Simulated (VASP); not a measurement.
# Al (Fm-3m) in VASP: a series of runs

The runs below take Al through single point, with r2SCAN.

Program: VASP 6.6.1. These are calculated values, not measurements. Logs are shortened: lines on timing, memory, paths and dates and some standing lists are left out, and cuts for length are marked.

## (1) The cell of the first run

It takes space group Fm-3m (No. 225, cubic). Conventional cell: a = 3.724 Å, b = 3.724 Å, c = 3.724 Å, α = 90.00°, β = 90.00°, γ = 90.00°. Within 3.5 Å of Al (site symmetry m-3m) lie 12 Al at 2.63 Å.

## (2) Single point, r2SCAN (strain -0.080 along x and y, -0.080 along z)

POSCAR reads:

```
Al
1.0
    0.0000000000      1.8620616000      1.8620616000
    1.8620616000      0.0000000000      1.8620616000
    1.8620616000      1.8620616000      0.0000000000
Al
1
Direct
    0.0000000000      0.0000000000      0.0000000000
```

INCAR.step1 reads:

```
SYSTEM = Al
PREC = Accurate
ENCUT = 520
ISMEAR = 0
SIGMA = 0.15
LREAL = .False.
LASPH = .True.
NELM = 100
NBANDS = 8
GGA = PE
ALGO = Normal
EDIFF = 1E-4
LWAVE = .True.
LCHARG = .False.
```

INCAR.step2 reads:

```
SYSTEM = Al
PREC = Accurate
ENCUT = 520
EDIFF = 1E-6
ISMEAR = 0
SIGMA = 0.15
LREAL = .False.
LASPH = .True.
NELM = 100
ALGO = Normal
ISIF = 2
LWAVE = .False.
LCHARG = .False.
METAGGA = R2SCAN
LMIXTAU = .True.
NBANDS = 8
ISTART = 1
```

KPOINTS reads:

```
regular mesh
0
Gamma
  20 20 20
  0 0 0
```

Potentials or basis: VASP PAW PBE potentials, release 64 (Al).

On the command line:

```
cat potpaw_PBE.64/Al/POTCAR > POTCAR
cp INCAR.step1 INCAR
mpirun -np 1 vasp_std > vasp.out
cp INCAR.step2 INCAR
mpirun -np 1 vasp_std > vasp.out
```

OUTCAR:

```text
SYSTEM = Al
   PREC = Accurate
   ENCUT = 520
   EDIFF = 1E-6
   ISMEAR = 0
   LREAL = .False.
   LASPH = .True.
   NELM = 100
   ISIF = 2
   METAGGA = R2SCAN
   ISTART = 1

 ion  position               nearest neighbor table
   1  0.000  0.000  0.000-

  LATTYP: Found a face centered cubic cell.
 ALAT       =     3.7241232000

  Lattice vectors:

 A1 = (   0.0000000000,   1.8620616000,   1.8620616000)
 A2 = (   1.8620616000,   0.0000000000,   1.8620616000)
 A3 = (   1.8620616000,   1.8620616000,   0.0000000000)

Analysis of symmetry for initial positions (statically):
[... 33 lines left out ...]
                                     Primitive cell

  volume of cell :      12.9126

  direct lattice vectors                    reciprocal lattice vectors
     0.000000000  1.862061600  1.862061600    -0.268519581  0.268519581  0.268519581
     1.862061600  0.000000000  1.862061600     0.268519581 -0.268519581  0.268519581
     1.862061600  1.862061600  0.000000000     0.268519581  0.268519581 -0.268519581

  length of vectors
     2.633352769  2.633352769  2.633352769     0.465089557  0.465089557  0.465089557

  position of ions in fractional coordinates (direct lattice)
     0.000000000  0.000000000  0.000000000

  ion indices of the primitive-cell ions
   primitive index   ion index
                 1           1

----------------------------------------------------------------------------------------

 KPOINTS: regular mesh

Automatic generation of k-mesh.
 Grid dimensions read from file:
 generate k-points for:   20   20   20

 Generating k-lattice:

  Cartesian coordinates                     Fractional coordinates (reciprocal lattice)
    -0.013425979  0.013425979  0.013425979     0.050000000  0.000000000  0.000000000
     0.013425979 -0.013425979  0.013425979     0.000000000  0.050000000  0.000000000
     0.013425979  0.013425979 -0.013425979     0.000000000  0.000000000  0.050000000

  Length of vectors
     0.023254478  0.023254478  0.023254478

  Shift w.r.t. Gamma in fractional coordinates (k-lattice)
     0.000000000  0.000000000  0.000000000

 Subroutine IBZKPT returns following result:
 ===========================================

 Found    256 irreducible k-points:

 Following reciprocal coordinates:
            Coordinates               Weight
  0.000000  0.000000  0.000000      1.000000
[... 33 lines left out ...]
   PREC   = accura    normal or accurate (medium, high low for compatibility)
   ISTART =      1    job   : 0-new  1-cont  2-samecut
   ICHARG =      0    charge: 1-file 2-atom 10-const
   ISPIN  =      1    spin polarized calculation?
   LNONCOLLINEAR =      F non collinear calculations
   LSORBIT =      F    spin-orbit coupling
   LASPH  =      T    aspherical Exc in radial PAW
   ENCUT  =  520.0 eV  38.22 Ry    6.18 a.u.   4.90  4.90  4.90*2*pi/ulx,y,z
   NELM   =    100;   NELMIN=  2; NELMDL=  0     # of ELM steps
   EDIFF  = 0.1E-05   stopping-criterion for ELM
   LREAL  =      F    real-space projection
   EDIFFG = 0.1E-04   stopping-criterion for IOM
   NSW    =      0    number of steps for IOM
   IBRION =     -1    ionic relax: 0-MD 1-quasi-New 2-CG
   NFREE  =      0    steps in history (QN), initial steepest desc. (CG)
   ISIF   =      2    stress and relaxation
   ISYM   =      2    0-nonsym 1-usesym 2-fastsym
   POTIM  = 0.5000    time-step for ionic-motion
   TEBEG  =    0.0;   TEEND  =   0.0 temperature during run
   PSTRESS=    0.0 pullay stress
   NELECT =       3.0000    total number of electrons
   NUPDOWN=      -1.0000    fix difference up-down
   EMIN   =  10.00;   EMAX   =-10.00  energy-range for DOS
   EFERMI =   0.00;   METHOD = LEGACY
   ISMEAR =     0;   SIGMA  =   0.15  broadening in eV -4-tet -1-fermi 0-gaus
   EFERMI_NEDOS =   21; number of points for ismear=-14 and -15
   IALGO  =     38    algorithm
   IMIX   =      4    mixing-type and parameters
     AMIX     =   0.40;   BMIX     =  1.00
     AMIX_MAG =   1.60;   BMIX_MAG =  1.00
  volume/ion in A,a.u.               =      12.91        87.14
  Fermi-wavevector in a.u.,A,eV,Ry     =   1.006417  1.901852 13.780998  1.012875
  Thomas-Fermi vector in A             =   2.139158
   LORBIT       =      0    0 simple, 1 ext, 2 COOP (PROOUT), +10 PAW based schemes
   METAGGA = R2SCAN    functional components
   LHFCALC =     F    Hartree Fock is set to
   AEXX    =    0.0000 exact exchange contribution
   IVDW    =     0    specifies the selected vdW correction
   LEPSILON=     F    determine dielectric tensor
   LRPA    =     F    only Hartree local field effects (RPA)
 non-spin polarized calculation
 Gauss-broadening in eV      SIGMA  =   0.15
  energy-cutoff  :      520.00
  volume of cell :       12.91
 maximum number of plane-waves:       360
   NGX =  9   NGY =  9   NGZ =  9

 number of electron       3.0000000 magnetization

 Free energy of the ion-electron system (eV)
  ---------------------------------------------------
  ext. energy  EPLUGINS =         0.00000000
  ---------------------------------------------------
  free energy    TOTEN  =        -6.51160966 eV

  energy without entropy =       -6.50892020  energy(sigma->0) =       -6.51026493

 E-fermi :  10.7900     XC(G=0): -11.8499

 val. band max:       10.7811966154   @ k =  -0.3000   0.2500   0.0000
 cond. band min:      10.8071252605   @ k =  -0.4500   0.3500   0.0500
 fundamental gap:      0.0259286451
 Fermi energy:        10.7900017724

 k-point     1 :       0.0000    0.0000    0.0000
  band No.  band energies     occupation
      1      -2.8699      2.00000
      2      25.6295      0.00000
      3      25.6295      0.00000
      4      25.6295      0.00000
      5      29.7122      0.00000
      6      29.7122      0.00000
      7      29.7122      0.00000
      8      30.0803      0.00000
[... 243 lines left out ...]
 k-point    24 :      -0.3500    0.0500    0.0000
  band No.  band energies     occupation
      1       1.6501      2.00000
      2      10.1816      2.00000
      3      22.3338      0.00000
      4      24.7828      0.00000
      5      26.5707      0.00000
      6      27.5517      0.00000
      7      29.1735      0.00000
      8      32.8795      0.00000

 [... further k-points ...]
[... 5 lines left out ...]
  --------------------------------------------------------------------------------------
  -------------------------------------------------------------------------------------
  Total        2.4052950      2.4052950      2.4052950     -0.0000000     -0.0000000     -0.0000000
  in kB      298.4467127    298.4467127    298.4467127     -0.0000000     -0.0000000     -0.0000000
  external PRESSURE =     298.4467127 kB  Pullay stress =       0.0000000 kB

 VOLUME and BASIS-vectors are now :
 -----------------------------------------------------------------------------
  energy-cutoff  :      520.00
  volume of cell :       12.91
      direct lattice vectors                 reciprocal lattice vectors
     0.000000000  1.862061600  1.862061600    -0.268519581  0.268519581  0.268519581
     1.862061600  0.000000000  1.862061600     0.268519581 -0.268519581  0.268519581
     1.862061600  1.862061600  0.000000000     0.268519581  0.268519581 -0.268519581

 POSITION                                       TOTAL-FORCE (eV/Angst)
 -----------------------------------------------------------------------------------
      0.00000      0.00000      0.00000         0.000000      0.000000      0.000000
 -----------------------------------------------------------------------------------
    total drift:                                0.000000     -0.000000     -0.000000

  FREE ENERGIE OF THE ION-ELECTRON SYSTEM (eV)
  ---------------------------------------------------
  free  energy   TOTEN  =        -6.5116096572 eV

  energy  without entropy=       -6.5089202043  energy(sigma->0) =       -6.51026493
```

OSZICAR.step1:

```text
N       E                     dE             d eps       ncg     rms          rms(c)
DAV:   1    -0.180286072399E+01   -0.18029E+01   -0.99472E+02  4112   0.216E+02
DAV:   2    -0.348052261893E+01   -0.16777E+01   -0.16476E+01  5864   0.214E+01
DAV:   3    -0.348640774617E+01   -0.58851E-02   -0.58820E-02  5280   0.143E+00
DAV:   4    -0.348641875336E+01   -0.11007E-04   -0.11007E-04  6424   0.527E-02
DAV:   5    -0.348641876679E+01   -0.13438E-07   -0.12890E-07  5328   0.104E-03    0.184E+00
DAV:   6    -0.346786240275E+01    0.18556E-01   -0.67240E-04  5488   0.128E-01    0.107E+00
DAV:   7    -0.345484169649E+01    0.13021E-01   -0.23217E-03  5464   0.221E-01    0.215E-01
DAV:   8    -0.345483312297E+01    0.85735E-05   -0.14065E-05  5440   0.242E-02
   1 F= -.34548331E+01 E0= -.34532093E+01  d E =-.324771E-02
```

Run time: 1.7 min. Hardware: 1 thread of AMD EPYC 7R13 (Zen 3), shared host; peak memory 0.1 GiB.

Results:

| Quantity | Value |
| --- | --- |
| Free energy | -6.5116 eV |
| Pressure | 29.8 GPa |

Levels at points of the mesh, in eV from the Fermi level:
```tsv
k point	band 1	band 2	band 3	band 4	band 5
(0.00, 0.00, 0.00)	-13.66	14.84	14.84	14.84	18.92
(0.50, 0.00, 0.00)	-6.02	-4.88	13.35	13.35	15.39
(0.50, 0.50, 0.00)	-3.72	-1.84	5.52	7.39	7.39
```

Caveat: the cell differs from its parent crystal (strain -0.080 along x and y, -0.080 along z); the PAW data sets were made with another functional, which shifts forces and pressure a little.

## (3) Single point, r2SCAN (strain -0.040 along x and y, -0.040 along z)

POSCAR reads:

```
Al
1.0
    0.0000000000      1.9430208000      1.9430208000
    1.9430208000      0.0000000000      1.9430208000
    1.9430208000      1.9430208000      0.0000000000
Al
1
Direct
    0.0000000000      0.0000000000      0.0000000000
```

INCAR.step1 reads:

```
  ALGO = Normal
  EDIFF = 1E-4
  ENCUT = 520
  GGA = PE
  ISMEAR = 0
  LASPH = T
  LCHARG = F
  LREAL = F
  LWAVE = T
  NBANDS = 8
  NELM = 100
  PREC = Accurate
  SIGMA = 0.15
```

INCAR.step2 reads:

```
  ALGO = Normal
  EDIFF = 1E-6
  ENCUT = 520
  ISIF = 2
  ISMEAR = 0
  ISTART = 1
  LASPH = T
  LCHARG = F
  LMIXTAU = T
  LREAL = F
  LWAVE = F
  METAGGA = R2SCAN
  NBANDS = 8
  NELM = 100
  PREC = Accurate
  SIGMA = 0.15
```

KPOINTS reads:

```
k-points
0
Gamma
  20 20 20
```

Potentials or basis: VASP PAW PBE potentials, release 64 (Al).

On the command line:

```
cat potpaw_PBE.64/Al/POTCAR > POTCAR
cp INCAR.step1 INCAR
mpirun -np 1 vasp_std > vasp.out
cp INCAR.step2 INCAR
mpirun -np 1 vasp_std > vasp.out
```

Wall time 92 s (1 thread of AMD EPYC 7R13 (Zen 3), shared host); peak memory 0.1 GiB.

Results (log left out):

- Free energy: -6.7112 eV
- Pressure: 8.6 GPa

Levels at points of the mesh, in eV from the Fermi level:
| k point | band 1 | band 2 | band 3 | band 4 | band 5 | band 6 |
| --- | --- | --- | --- | --- | --- | --- |
| (0.00, 0.00, 0.00) | -12.72 | 13.99 | 13.99 | 13.99 | 16.89 | 16.89 |
| (0.50, 0.00, 0.00) | -5.52 | -4.72 | 12.63 | 12.63 | 13.68 | 13.68 |
| (0.50, 0.50, 0.00) | -3.47 | -1.75 | 5.46 | 6.59 | 6.59 | 11.18 |

Caveat: the cell differs from its parent crystal (strain -0.040 along x and y, -0.040 along z); the PAW data sets were made with another functional, which shifts forces and pressure a little.

## (4) Single point, r2SCAN (strain +0.040 along x and y, +0.040 along z)

POSCAR reads:

```
Al
1.0
    0.0000000000      2.1049392000      2.1049392000
    2.1049392000      0.0000000000      2.1049392000
    2.1049392000      2.1049392000      0.0000000000
Al
1
Direct
    0.0000000000      0.0000000000      0.0000000000
```

INCAR.step1 reads:

```
PREC = Accurate ; ENCUT = 520
ISMEAR = 0 ; SIGMA = 0.15
LREAL = F ; LASPH = T
NELM = 60 ; NBANDS = 8
GGA = PE ; ALGO = Normal
EDIFF = 1E-4 ; LWAVE = T
LCHARG = F
```

INCAR.step2 reads:

```
PREC = Accurate ; ENCUT = 520
EDIFF = 1E-6 ; ISMEAR = 0
SIGMA = 0.15 ; LREAL = F
LASPH = T ; NELM = 60
ALGO = Normal ; ISIF = 2
LWAVE = F ; LCHARG = F
METAGGA = R2SCAN ; LMIXTAU = T
NBANDS = 8 ; ISTART = 1
```

KPOINTS reads:

```
regular mesh
0
Gamma
  20 20 20
```

On the command line:

```
cat potpaw_PBE.64/Al/POTCAR > POTCAR
cp INCAR.step1 INCAR
mpirun -np 1 vasp_std > vasp.out
cp INCAR.step2 INCAR
mpirun -np 1 vasp_std > vasp.out
```

It took 3.4 min on 1 thread of AMD EPYC 7R13 (Zen 3), shared host; peak memory 0.13 GiB.

It converged, with:

```yaml
Free_energy: -6.6348 eV
Pressure: -10.3 GPa
```

Levels at points of the mesh, in eV from the Fermi level:
| k point | band 1 | band 2 | band 3 | band 4 |
| --- | --- | --- | --- | --- |
| (0.00, 0.00, 0.00) | -11.04 | 12.62 | 12.62 | 12.62 |
| (0.50, 0.00, 0.00) | -4.54 | -4.42 | 10.97 | 10.97 |
| (0.50, 0.50, 0.00) | -2.91 | -1.66 | 5.39 | 5.39 |

Caveat: the cell differs from its parent crystal (strain +0.040 along x and y, +0.040 along z); the PAW data sets were made with another functional, which shifts forces and pressure a little.

## (5) Overview

```csv
cell,gap on the mesh (eV),pressure (GPa)
"a = 2.633 Å, angles 60.0°, 1 atom",none,29.8
"a = 2.748 Å, angles 60.0°, 1 atom",none,8.6
"a = 2.977 Å, angles 60.0°, 1 atom",none,-10.3
```

Alike in all rows: task single point; level r2SCAN; potentials or basis VASP PAW PBE potentials, release 64 (Al); no spin polarisation; k mesh 20 × 20 × 20; cutoff (eV) 520; smearing gaussian 0.15 eV.

Caveats: the PAW data sets were made with another functional, which shifts forces and pressure a little.

Total energies depend on the potentials used, so only differences within one code and one set of settings carry meaning.
